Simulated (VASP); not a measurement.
# Zn (P6_3/mmc) in VASP: further runs, part 2 of 2

VASP 6.6.1. The steps go on from the part before.

## 3. Single point, PBEsol

This run uses another cell than the first one, of 12.04 Å³/atom, 1.050 times its volume.

Input file INCAR:

```
PREC = Accurate ; ENCUT = 520
EDIFF = 1E-6 ; ISMEAR = -1
SIGMA = 0.05 ; LREAL = F
LASPH = T ; NELM = 100
ALGO = Normal ; ISIF = 2
LWAVE = F ; LCHARG = F
GGA = PS ; NBANDS = 19
```

Input file KPOINTS:

```
regular mesh
0
Gamma
  11 11 6
```

Input file POSCAR:

```
Zn
1.0
    2.5576482517      0.0000000000      0.0000000000
   -1.2788241258      2.2149883599      0.0000000000
    0.0000000000      0.0000000000      4.2494609235
Zn
2
Direct
    0.6666666667      0.3333333333      0.7500000000
    0.3333333333      0.6666666667      0.2500000000
```

Potentials or basis: VASP PAW PBE potentials, release 64 (Zn).

Started as:

```bash
> cat potpaw_PBE.64/Zn/POTCAR > POTCAR
> mpirun -np 1 vasp_std > vasp.out
```

OUTCAR:

```text
PREC = Accurate
   ENCUT = 520
   EDIFF = 1E-6
   ISMEAR = -1
   LREAL = F
   LASPH = T
   NELM = 100
   ISIF = 2
   GGA = PS

 ion  position               nearest neighbor table
   1  0.667  0.333  0.750-   2 2.59   2 2.59   2 2.59   2 2.59   2 2.59   2 2.59
   2  0.333  0.667  0.250-   1 2.59   1 2.59   1 2.59   1 2.59   1 2.59   1 2.59

  LATTYP: Found a hexagonal cell.
 ALAT       =     2.5576482517
 C/A-ratio  =     1.6614719873

  Lattice vectors:

 A1 = (   2.5576482517,   0.0000000000,   0.0000000000)
 A2 = (  -1.2788241258,   2.2149883599,   0.0000000000)
 A3 = (   0.0000000000,   0.0000000000,   4.2494609235)

Analysis of symmetry for initial positions (statically):
=====================================================================
 Subroutine PRICEL returns:
 Original cell was already a primitive cell.

 Routine SETGRP: Setting up the symmetry group for a
 hexagonal supercell.

 Subroutine GETGRP returns: Found 24 space group operations
 (whereof 12 operations were pure point group operations)
 out of a pool of 24 trial point group operations.

The static configuration has the point symmetry D_3d.
 The point group associated with its full space group is D_6h.

Analysis of symmetry for dynamics (positions and initial velocities):
=====================================================================
 Subroutine PRICEL returns:
 Original cell was already a primitive cell.

 Routine SETGRP: Setting up the symmetry group for a
 hexagonal supercell.

 Subroutine GETGRP returns: Found 24 space group operations
 (whereof 12 operations were pure point group operations)
 out of a pool of 24 trial point group operations.

The dynamic configuration has the point symmetry D_3d.
 The point group associated with its full space group is D_6h.

 Subroutine INISYM returns: Found 24 space group operations
 (whereof 12 operations are pure point group operations),
 and found     1 'primitive' translations

----------------------------------------------------------------------------------------

                                     Primitive cell

  volume of cell :      24.0739

  direct lattice vectors                    reciprocal lattice vectors
     2.557648252  0.000000000  0.000000000     0.390984178  0.225734821  0.000000000
    -1.278824126  2.214988360  0.000000000     0.000000000  0.451469641  0.000000000
     0.000000000  0.000000000  4.249460924     0.000000000  0.000000000  0.235323966

  length of vectors
     2.557648252  2.557648252  4.249460924     0.451469641  0.451469641  0.235323966

  position of ions in fractional coordinates (direct lattice)
     0.666666667  0.333333333  0.750000000
     0.333333333  0.666666667  0.250000000

  ion indices of the primitive-cell ions
   primitive index   ion index
                 1           1
                 2           2

----------------------------------------------------------------------------------------

 KPOINTS: regular mesh

Automatic generation of k-mesh.
 Grid dimensions read from file:
 generate k-points for:   11   11    6

 Generating k-lattice:

  Cartesian coordinates                     Fractional coordinates (reciprocal lattice)
     0.035544016  0.020521347  0.000000000     0.090909091  0.000000000  0.000000000
     0.000000000  0.041042695  0.000000000     0.000000000  0.090909091  0.000000000
     0.000000000  0.000000000  0.039220661     0.000000000  0.000000000  0.166666667

  Length of vectors
     0.041042695  0.041042695  0.039220661

  Shift w.r.t. Gamma in fractional coordinates (k-lattice)
     0.000000000  0.000000000  0.000000000

 Subroutine IBZKPT returns following result:
 ===========================================

 Found     64 irreducible k-points:

 Following reciprocal coordinates:
            Coordinates               Weight
  0.000000  0.000000  0.000000      1.000000
  0.090909  0.000000  0.000000      6.000000
  0.181818  0.000000  0.000000      6.000000
  0.272727  0.000000  0.000000      6.000000
  0.363636  0.000000  0.000000      6.000000
  0.454545 -0.000000  0.000000      6.000000
[... 16 lines left out ...]
  0.090909  0.090909  0.166667     12.000000
  0.181818  0.090909  0.166667     24.000000
 [... further k-points ...]
   k-points           NKPTS =     64   k-points in BZ     NKDIM =     64   number of bands    NBANDS=     19
   number of dos      NEDOS =    301   number of ions     NIONS =      2
   total plane-waves  NPLWV =  12800
   dimension x,y,z NGX =    20 NGY =   20 NGZ =   32
   dimension x,y,z NGXF=    40 NGYF=   40 NGZF=   64
   ions per type =               2
   NGX,Y,Z   is equivalent  to a cutoff of  13.00, 13.00, 12.52 a.u.
   NGXF,Y,Z  is equivalent  to a cutoff of  26.00, 26.00, 25.04 a.u.
 SYSTEM =  unknown system
   PREC   = accura    normal or accurate (medium, high low for compatibility)
   ISTART =      0    job   : 0-new  1-cont  2-samecut
   ICHARG =      2    charge: 1-file 2-atom 10-const
   ISPIN  =      1    spin polarized calculation?
   LNONCOLLINEAR =      F non collinear calculations
   LSORBIT =      F    spin-orbit coupling
   LASPH  =      T    aspherical Exc in radial PAW
   ENCUT  =  520.0 eV  38.22 Ry    6.18 a.u.   4.76  4.76  7.90*2*pi/ulx,y,z
   NELM   =    100;   NELMIN=  2; NELMDL= -5     # of ELM steps
   EDIFF  = 0.1E-05   stopping-criterion for ELM
   LREAL  =      F    real-space projection
   EDIFFG = 0.1E-04   stopping-criterion for IOM
   NSW    =      0    number of steps for IOM
   IBRION =     -1    ionic relax: 0-MD 1-quasi-New 2-CG
   NFREE  =      0    steps in history (QN), initial steepest desc. (CG)
   ISIF   =      2    stress and relaxation
   ISYM   =      2    0-nonsym 1-usesym 2-fastsym
   POTIM  = 0.5000    time-step for ionic-motion
   TEBEG  =    0.0;   TEEND  =   0.0 temperature during run
   PSTRESS=    0.0 pullay stress
   NELECT =      24.0000    total number of electrons
   NUPDOWN=      -1.0000    fix difference up-down
   EMIN   =  10.00;   EMAX   =-10.00  energy-range for DOS
   EFERMI =   0.00;   METHOD = LEGACY
   ISMEAR =    -1;   SIGMA  =   0.05  broadening in eV -4-tet -1-fermi 0-gaus
   EFERMI_NEDOS =   21; number of points for ismear=-14 and -15
   IALGO  =     38    algorithm
   IMIX   =      4    mixing-type and parameters
     AMIX     =   0.40;   BMIX     =  1.00
     AMIX_MAG =   1.60;   BMIX_MAG =  1.00
  volume/ion in A,a.u.               =      12.04        81.23
  Fermi-wavevector in a.u.,A,eV,Ry     =   1.635422  3.090500 36.390219  2.674606
  Thomas-Fermi vector in A             =   2.726898
   LORBIT       =      0    0 simple, 1 ext, 2 COOP (PROOUT), +10 PAW based schemes
   GGA     = PS    functional components
   LHFCALC =     F    Hartree Fock is set to
   AEXX    =    0.0000 exact exchange contribution
   IVDW    =     0    specifies the selected vdW correction
   LEPSILON=     F    determine dielectric tensor
   LRPA    =     F    only Hartree local field effects (RPA)
 non-spin polarized calculation
  energy-cutoff  :      520.00
  volume of cell :       24.07
 maximum number of plane-waves:       658
 NGX is ok and might be reduce to    20
   NGX =  9   NGY =  9   NGZ = 15

 number of electron      24.0000001 magnetization

 Free energy of the ion-electron system (eV)
  ---------------------------------------------------
  ext. energy  EPLUGINS =         0.00000000
  ---------------------------------------------------
  free energy    TOTEN  =        -2.96211973 eV

  energy without entropy =       -2.95903984  energy(sigma->0) =       -2.96057979

 E-fermi :   5.2337     XC(G=0): -13.0024

 val. band max:        4.9955494459   @ k =   0.1818   0.1818   0.0000
 cond. band min:       5.2505783524   @ k =   0.4545   0.0909   0.5000
 fundamental gap:      0.2550289065
 Fermi energy:         5.2337375304

 k-point     1 :       0.0000    0.0000    0.0000
  band No.  band energies     occupation
      1      -7.6482      2.00000
      2      -4.8185      2.00000
      3      -3.6366      2.00000
      4      -3.5355      2.00000
      5      -3.5355      2.00000
      6      -3.4055      2.00000
[... 11 lines left out ...]
     18      24.8041      0.00000
     19      25.3406      0.00000

 k-point     2 :       0.0909    0.0000    0.0000
  band No.  band energies     occupation
      1      -7.3847      2.00000
      2      -4.7080      2.00000
      3      -3.6867      2.00000
      4      -3.4938      2.00000
      5      -3.4620      2.00000
      6      -3.4292      2.00000
[... 476 lines left out ...]
 k-point    24 :       0.1818    0.0909    0.1667
  band No.  band energies     occupation
      1      -5.7293      2.00000
      2      -4.2640      2.00000
      3      -3.8745      2.00000
      4      -3.7982      2.00000
      5      -3.6002      2.00000
      6      -3.4046      2.00000
[... 11 lines left out ...]
     18      22.6014      0.00000
     19      23.8408      0.00000

 [... further k-points ...]
[... 5 lines left out ...]
  --------------------------------------------------------------------------------------
  -------------------------------------------------------------------------------------
  Total        3.1321309      3.1321309      3.1135315      0.0000000      0.0000000      0.0000000
  in kB      208.4511945    208.4511945    207.2133534      0.0000000      0.0000000      0.0000000
  external PRESSURE =     208.0385808 kB  Pullay stress =       0.0000000 kB

 VOLUME and BASIS-vectors are now :
 -----------------------------------------------------------------------------
  energy-cutoff  :      520.00
  volume of cell :       24.07
      direct lattice vectors                 reciprocal lattice vectors
     2.557648252  0.000000000  0.000000000     0.390984178  0.225734821  0.000000000
    -1.278824126  2.214988360  0.000000000     0.000000000  0.451469641  0.000000000
     0.000000000  0.000000000  4.249460924     0.000000000  0.000000000  0.235323966

 POSITION                                       TOTAL-FORCE (eV/Angst)
 -----------------------------------------------------------------------------------
      1.27882      0.73833      3.18710        -0.000000      0.000000      0.000000
     -0.00000      1.47666      1.06237         0.000000     -0.000000      0.000000
 -----------------------------------------------------------------------------------
    total drift:                                0.000000     -0.000000      0.000000

  FREE ENERGIE OF THE ION-ELECTRON SYSTEM (eV)
  ---------------------------------------------------
  free  energy   TOTEN  =        -2.9621197293 eV

  energy  without entropy=       -2.9590398420  energy(sigma->0) =       -2.96057979
```

OSZICAR:

```text
N       E                     dE             d eps       ncg     rms          rms(c)
DAV:   1     0.109884841819E+03    0.10988E+03   -0.12262E+04  2608   0.215E+03
DAV:   2     0.152901357088E+01   -0.10836E+03   -0.10444E+03  2453   0.303E+02
DAV:   3    -0.338849230153E+01   -0.49175E+01   -0.48942E+01  2675   0.703E+01
DAV:   4    -0.341365302061E+01   -0.25161E-01   -0.25156E-01  2717   0.514E+00
DAV:   5    -0.341367552526E+01   -0.22505E-04   -0.22504E-04  2678   0.139E-01    0.705E+00
DAV:   6    -0.299878924989E+01    0.41489E+00   -0.13775E+00  2684   0.277E+01    0.463E+00
DAV:   7    -0.297323984505E+01    0.25549E-01   -0.54799E-02  3056   0.418E+00    0.231E+00
DAV:   8    -0.296216704671E+01    0.11073E-01   -0.19259E-03  3458   0.798E-01    0.605E-02
DAV:   9    -0.296211755325E+01    0.49493E-04   -0.22256E-04  3418   0.193E-01    0.240E-02
DAV:  10    -0.296211978147E+01   -0.22282E-05   -0.17756E-05  2754   0.391E-02    0.293E-03
DAV:  11    -0.296211972933E+01    0.52138E-07   -0.52090E-07  1609   0.682E-03
   1 F= -.29621197E+01 E0= -.29605798E+01  d E =-.307989E-02
```

Wall time 49 s (1 thread of AMD EPYC 7R13, shared host); peak memory 0.12 GiB.

Results:

```yaml
Free_energy: -2.9621 eV
Pressure: 20.8 GPa
Band_gap_on_the_k_mesh: zero (band 12 reaches 6.37 eV, above the bottom of band 13 at 3.57 eV)
```

Stress tensor (GPa, compression positive):
```
20.85  0.00  0.00
 0.00 20.85  0.00
 0.00  0.00 20.72
```

Caveat: the PAW data sets were made with another functional, which shifts forces and pressure a little.

## 4. Single point, PBEsol

This run uses another cell than the first one, of 12.80 Å³/atom, 1.117 times its volume.

Input file INCAR:

```
SYSTEM = Zn
  PREC = Accurate
  ENCUT = 520
  EDIFF = 1E-6
  ISMEAR = -1
  SIGMA = 0.05
  LREAL = .False.
  LASPH = .True.
  NELM = 100
  ALGO = Normal
  ISIF = 2
  LWAVE = .False.
  LCHARG = .False.
  GGA = PS
  NBANDS = 19
```

Input file KPOINTS:

```
Automatic mesh
0
Gamma
  11 11 6
  0 0 0
```

Input file POSCAR:

```
Zn
1.0
    2.6136911416      0.0000000000      0.0000000000
   -1.3068455708      2.2635229262      0.0000000000
    0.0000000000      0.0000000000      4.3275097380
Zn
2
Direct
    0.6666666667      0.3333333333      0.7500000000
    0.3333333333      0.6666666667      0.2500000000
```

Started as:

```bash
> cat potpaw_PBE.64/Zn/POTCAR > POTCAR
> mpirun -np 1 vasp_std > vasp.out
```

Wall time 46 s (1 thread of AMD EPYC 7R13, shared host); peak memory 0.12 GiB.

Results (log left out):

```yaml
Free_energy: -3.1097 eV
Pressure: 10.7 GPa
Band_gap_on_the_k_mesh: zero (band 12 reaches 5.81 eV, above the bottom of band 13 at 2.95 eV)
```

Stress tensor (GPa, compression positive):
```
10.72  0.00  0.00
 0.00 10.72  0.00
 0.00  0.00 10.63
```

Levels at points of the mesh, in eV from the Fermi level:
```csv
k point,band 9,band 10,band 11,band 12,band 13,band 14,band 15,band 16
"(0.00, 0.00, 0.00)",-8.10,-7.63,-7.63,-4.15,-1.62,16.92,16.92,18.53
"(0.00, 0.00, 0.50)",-7.78,-7.78,-7.78,-7.78,7.52,7.52,18.74,18.74
```

Caveat: the PAW data sets were made with another functional, which shifts forces and pressure a little.

## 5. The runs side by side

```tsv
cell	gap on the mesh (eV)	pressure (GPa)
a = 2.514, b = 2.514, c = 4.190 Å, angles 90.0, 90.0, 120.0°, 2 atoms	none	31.0
a = 2.558, b = 2.558, c = 4.249 Å, angles 90.0, 90.0, 120.0°, 2 atoms	none	20.8
a = 2.614, b = 2.614, c = 4.328 Å, angles 90.0, 90.0, 120.0°, 2 atoms	none	10.7
```

Alike in all rows: task single point; level PBEsol; potentials or basis VASP PAW PBE potentials, release 64 (Zn); no spin polarisation; k mesh 11 × 11 × 6; cutoff (eV) 520; smearing fermi-dirac 0.05 eV.

Caveats: the PAW data sets were made with another functional, which shifts forces and pressure a little.

Absolute energies hang on the potentials; compare differences alone.
